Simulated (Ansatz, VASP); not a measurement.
## Two plane-wave programs on WSe2

```
W Se
1.0
     3.31794    0.00000    0.00000
    -1.65897    2.87342    0.00000
     0.00000    0.00000   16.65814
W Se
1 2
Direct
  0.98430 0.96861 0.00000
  0.35160 0.70321 0.09979
  0.35160 0.70321 0.90021
```

Change from the starting cell: mode 6 (241.7 1/cm) frozen in, largest displacement +0.105 Å.

Alike in both runs: task single point; functional PBEsol; k mesh 12 × 12 × 2; occupations gaussian, width 0.05 eV; no spin polarisation.

|  | VASP | Ansatz |
| --- | --- | --- |
| version | VASP 6.6.1 | Ansatz 0.2.0 |
| potentials or method | VASP PAW PBE potentials, release 64 (W_sv, Se), cutoff 520 eV | scalar-relativistic, plane waves, PAW |
| valence electrons in the cell | 26 | 46 |

Ansatz gave:

| Quantity | Value |
| --- | --- |
| gap on the k mesh at the Fermi level (eV) | 1.48 |
| least direct gap on the mesh (eV) | 1.48 |
| rms of the force components (eV/Å) | 1.342 |

**Question.** Estimate VASP's values.

**Answer.** gap on the k mesh at the Fermi level (eV): 1.48; least direct gap on the mesh (eV): 1.48; rms of the force components (eV/Å): 1.350.

VASP's potentials were made for PBE, not for PBEsol. Atom by atom the forces differ by 0.029 eV/Å (rms over components). With one functional, cell and mesh, what is left measures potentials, basis and numerics. VASP's potentials hold 26 valence electrons a cell and Ansatz's 46, so a difference there can come from the potentials and not from the codes.

Spin-orbit coupling is off throughout.
